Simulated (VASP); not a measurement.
# Al2Ru (Fddd) in VASP: further runs

Al2Ru is run at these levels: PBEsol; tasks: single point, relaxation of shape and atoms at fixed volume, relaxation of cell and atoms.

All numbers are computed with VASP 6.6.1; they aren't measurements. Logs are shortened: lines on timing, memory, paths and dates and some standing lists are left out, and cuts for length are marked.

### 1 The cell of the first run

Symmetry: Fddd, No. 70, orthorhombic system. Conventional cell: a = 4.638 Å, b = 7.852 Å, c = 8.669 Å, α = 90.00°, β = 90.00°, γ = 90.00°. Within 3.3 Å of Al (site symmetry 2) lie 5 Ru at 2.54 to 2.68 Å and 9 Al at 2.56 to 3.15 Å. Within 3.3 Å of Ru (site symmetry 222) lie 10 Al at 2.54 to 2.68 Å and 4 Ru at 3.15 Å.

### 2 Single point, PBEsol

File INCAR:

```
ALGO = Normal ; EDIFF = 1E-6
ENCUT = 520 ; GGA = PS
ISIF = 2 ; ISMEAR = 0
LASPH = True ; LCHARG = True
LELF = True ; LREAL = False
LVHAR = True ; LWAVE = False
NBANDS = 29 ; NELM = 80
PREC = Accurate ; SIGMA = 0.01
```

File KPOINTS:

```
k-points
0
Gamma
  10 10 10
```

File POSCAR:

```
Al2Ru
1.0
    0.0000000000      3.9257927963      4.3344624196
    2.3187637228      0.0000000000      4.3344624196
    2.3187637228      3.9257927963      0.0000000000
Al Ru
4 2
Direct
    0.0795038439      0.4204961561      0.0795038439
    0.4204961561      0.0795038439      0.4204961561
    0.1704961561      0.8295038439      0.1704961561
    0.8295038439      0.1704961561      0.8295038439
    0.7500000000      0.7500000000      0.7500000000
    0.5000000000      0.5000000000      0.5000000000
```

Potentials or basis: VASP PAW PBE potentials, release 64 (Al, Ru_pv).

The run is started by

```console
> cat potpaw_PBE.64/Al/POTCAR potpaw_PBE.64/Ru_pv/POTCAR > POTCAR
> mpirun -np 1 vasp_std > vasp.out
```

OUTCAR:

```text
EDIFF = 1E-6
   ENCUT = 520
   GGA = PS
   ISIF = 2
   ISMEAR = 0
   LASPH = True
   LREAL = False
   NELM = 80
   PREC = Accurate

 ion  position               nearest neighbor table
   1  0.080  0.420  0.080-   6 2.54   6 2.54   3 2.56   3 2.56   5 2.59   2 2.63   2 2.63   2 2.68
                             5 2.68   5 2.68   4 3.15   4 3.15   4 3.15   4 3.15
   2  0.420  0.080  0.420-   6 2.54   6 2.54   4 2.56   4 2.56   5 2.59   1 2.63   1 2.63   1 2.68
                             5 2.68   5 2.68   3 3.15   3 3.15   3 3.15   3 3.15
   3  0.170  0.830  0.170-   5 2.54   5 2.54   1 2.56   1 2.56   6 2.59   4 2.63   4 2.63   4 2.68
                             6 2.68   6 2.68   2 3.15   2 3.15   2 3.15   2 3.15
   4  0.830  0.170  0.830-   5 2.54   5 2.54   2 2.56   2 2.56   6 2.59   3 2.63   3 2.63   3 2.68
                             6 2.68   6 2.68   1 3.15   1 3.15   1 3.15   1 3.15
   5  0.750  0.750  0.750-   4 2.54   3 2.54   4 2.54   3 2.54   1 2.59   2 2.59   2 2.68   2 2.68
                             1 2.68   1 2.68   6 3.15   6 3.15   6 3.15   6 3.15
   6  0.500  0.500  0.500-   1 2.54   2 2.54   1 2.54   2 2.54   3 2.59   4 2.59   3 2.68   3 2.68
                             4 2.68   4 2.68   5 3.15   5 3.15   5 3.15   5 3.15

  LATTYP: Found a face centered orthorhombic cell.
 ALAT       =     4.6375274456
 B/A-ratio  =     1.6930542589
 C/A-ratio  =     1.8692988755

  Lattice vectors:

 A1 = (   0.0000000000,   3.9257927963,   4.3344624196)
 A2 = (   2.3187637228,   0.0000000000,   4.3344624196)
 A3 = (   2.3187637228,   3.9257927963,   0.0000000000)

Analysis of symmetry for initial positions (statically):
=====================================================================
 Subroutine PRICEL returns:
 Original cell was already a primitive cell.

 Routine SETGRP: Setting up the symmetry group for a
 face centered orthorhombic supercell.

 Subroutine GETGRP returns: Found  8 space group operations
 (whereof  4 operations were pure point group operations)
 out of a pool of  8 trial point group operations.

The static configuration has the point symmetry D_2 .
 The point group associated with its full space group is D_2h.

Analysis of symmetry for dynamics (positions and initial velocities):
=====================================================================
 Subroutine PRICEL returns:
 Original cell was already a primitive cell.

 Routine SETGRP: Setting up the symmetry group for a
 face centered orthorhombic supercell.

 Subroutine GETGRP returns: Found  8 space group operations
 (whereof  4 operations were pure point group operations)
 out of a pool of  8 trial point group operations.

[... 114 lines left out ...]
   NFREE  =      0    steps in history (QN), initial steepest desc. (CG)
   ISIF   =      2    stress and relaxation
   ISYM   =      2    0-nonsym 1-usesym 2-fastsym
   POTIM  = 0.5000    time-step for ionic-motion
   TEBEG  =    0.0;   TEEND  =   0.0 temperature during run
   PSTRESS=    0.0 pullay stress
   NELECT =      40.0000    total number of electrons
   NUPDOWN=      -1.0000    fix difference up-down
   EMIN   =  10.00;   EMAX   =-10.00  energy-range for DOS
   EFERMI =   0.00;   METHOD = LEGACY
   ISMEAR =     0;   SIGMA  =   0.01  broadening in eV -4-tet -1-fermi 0-gaus
   EFERMI_NEDOS =   21; number of points for ismear=-14 and -15
   IALGO  =     38    algorithm
   IMIX   =      4    mixing-type and parameters
     AMIX     =   0.40;   BMIX     =  1.00
     AMIX_MAG =   1.60;   BMIX_MAG =  1.00
  volume/ion in A,a.u.               =      13.15        88.76
  Fermi-wavevector in a.u.,A,eV,Ry     =   1.305304  2.466668 23.181872  1.703819
  Thomas-Fermi vector in A             =   2.436182
   LORBIT       =      0    0 simple, 1 ext, 2 COOP (PROOUT), +10 PAW based schemes
   GGA     = PS    functional components
   LHFCALC =     F    Hartree Fock is set to
   AEXX    =    0.0000 exact exchange contribution
   IVDW    =     0    specifies the selected vdW correction
   LEPSILON=     F    determine dielectric tensor
   LRPA    =     F    only Hartree local field effects (RPA)
 non-spin polarized calculation
 Gauss-broadening in eV      SIGMA  =   0.01
  energy-cutoff  :      520.00
  volume of cell :       78.91
 maximum number of plane-waves:      2156
 NGX is ok and might be reduce to    48
   NGX = 21   NGY = 19   NGZ = 17

 number of electron      40.0000000 magnetization

 Free energy of the ion-electron system (eV)
  ---------------------------------------------------
  ext. energy  EPLUGINS =         0.00000000
  ---------------------------------------------------
  free energy    TOTEN  =       -40.74871921 eV

  energy without entropy =      -40.74871921  energy(sigma->0) =      -40.74871921

 E-fermi :  11.2656     XC(G=0): -12.2145

 val. band max:       11.2181642406   @ k =   0.0000   0.0000   0.0000
 cond. band min:      11.3167422723   @ k =   0.0000   0.3000   0.3000
 fundamental gap:      0.0985780317
 Fermi energy:        11.2656468869

 k-point     1 :       0.0000    0.0000    0.0000
  band No.  band energies     occupation
      1     -31.5310      2.00000
      2     -31.4422      2.00000
      3     -31.4287      2.00000
      4     -31.3850      2.00000
      5     -31.3717      2.00000
      6     -31.3624      2.00000
[... 757 lines left out ...]
     28      16.3549      0.00000
     29      17.3396      0.00000

 [... further k-points ...]

------------------------ aborting loop because EDIFF is reached ----------------------------------------

  FORCE on cell =-STRESS in cart. coord.  units (eV):
  Direction    XX          YY          ZZ          XY          YZ          ZX
  --------------------------------------------------------------------------------------
  -------------------------------------------------------------------------------------
  Total        4.0105332      3.9934318      4.0067569      0.0000000      0.0000000      0.0000000
  in kB       81.4260922     81.0788808     81.3494202      0.0000000      0.0000000      0.0000000
  external PRESSURE =      81.2847978 kB  Pullay stress =       0.0000000 kB

 VOLUME and BASIS-vectors are now :
 -----------------------------------------------------------------------------
  energy-cutoff  :      520.00
  volume of cell :       78.91
      direct lattice vectors                 reciprocal lattice vectors
     0.000000000  3.925792796  4.334462420    -0.215632147  0.127362809  0.115354559
     2.318763723  0.000000000  4.334462420     0.215632147 -0.127362809  0.115354559
     2.318763723  3.925792796  0.000000000     0.215632147  0.127362809 -0.115354559

 POSITION                                       TOTAL-FORCE (eV/Angst)
 -----------------------------------------------------------------------------------
      1.15938      0.62423      2.16723         0.000000      0.002034      0.000000
      1.15938      3.30156      2.16723         0.000000     -0.002034      0.000000
      2.31876      1.33867      4.33446         0.000000     -0.002034      0.000000
      2.31876      6.51292      4.33446         0.000000      0.002034      0.000000
      3.47815      5.88869      6.50169         0.000000     -0.000000     -0.000000
      2.31876      3.92579      4.33446         0.000000     -0.000000      0.000000
 -----------------------------------------------------------------------------------
    total drift:                               -0.000000     -0.000000      0.000000

  FREE ENERGIE OF THE ION-ELECTRON SYSTEM (eV)
  ---------------------------------------------------
  free  energy   TOTEN  =       -40.7487192124 eV

  energy  without entropy=      -40.7487192124  energy(sigma->0) =      -40.74871921
```

OSZICAR:

```text
N       E                     dE             d eps       ncg     rms          rms(c)
DAV:   1     0.300984001116E+03    0.30098E+03   -0.21508E+04 10438   0.132E+03
DAV:   2    -0.318389805196E+02   -0.33282E+03   -0.32171E+03 10657   0.357E+02
DAV:   3    -0.424861861781E+02   -0.10647E+02   -0.10503E+02 12077   0.619E+01
DAV:   4    -0.426111018549E+02   -0.12492E+00   -0.12482E+00 11677   0.661E+00
DAV:   5    -0.426137616273E+02   -0.26598E-02   -0.26596E-02 12234   0.992E-01    0.206E+01
DAV:   6    -0.415258666036E+02    0.10879E+01   -0.14658E+01 11056   0.260E+01    0.564E+00
DAV:   7    -0.408560582825E+02    0.66981E+00   -0.35695E+00 10701   0.131E+01    0.431E+00
DAV:   8    -0.407534980991E+02    0.10256E+00   -0.20127E-01 11344   0.336E+00    0.605E-01
DAV:   9    -0.407491255150E+02    0.43726E-02   -0.78414E-03 12184   0.482E-01    0.381E-01
DAV:  10    -0.407488396349E+02    0.28588E-03   -0.24020E-03 11360   0.373E-01    0.136E-01
DAV:  11    -0.407487258710E+02    0.11376E-03   -0.70020E-04 11216   0.202E-01    0.486E-02
DAV:  12    -0.407487195308E+02    0.63402E-05   -0.26334E-05 12719   0.356E-02    0.606E-03
DAV:  13    -0.407487192124E+02    0.31842E-06   -0.68330E-07  6896   0.495E-03
   1 F= -.40748719E+02 E0= -.40748719E+02  d E =-.963401E-15
```

It took 12 min on 1 thread of Oxide Virtual Turin-like, shared host; peak memory 0.43 GiB.

What came out:

```yaml
Free_energy: -40.7487 eV
Pressure: 8.1 GPa
```

Forces in eV/Å, atoms in the order of the input:
```
Al   0.000  0.002  0.000
Al   0.000 -0.002  0.000
Al   0.000 -0.002  0.000
Al   0.000  0.002  0.000
Ru   0.000  0.000  0.000
Ru   0.000  0.000  0.000
```

Levels at points of the mesh, in eV from the Fermi level:
```csv
k point,band 17,band 18,band 19,band 20,band 21,band 22,band 23,band 24
"(0.00, 0.00, 0.00)",-2.16,-1.36,-1.25,-0.05,1.71,2.29,2.40,2.70
"(0.50, 0.00, 0.00)",-2.37,-2.25,-1.25,-0.98,0.32,0.69,1.94,3.31
"(0.50, 0.50, 0.00)",-1.74,-1.74,-1.42,-1.42,2.30,2.30,2.57,2.57
"(0.50, 0.00, 0.50)",-2.44,-2.44,-1.58,-1.58,1.80,1.80,2.50,2.50
"(0.00, 0.50, 0.50)",-2.71,-2.71,-1.39,-1.39,0.33,0.33,4.69,4.69
```

Caveat: the cell stands under pressure; the PAW data sets were made with another functional, which shifts forces and pressure a little.

(Part 1 of 2 ends here.)
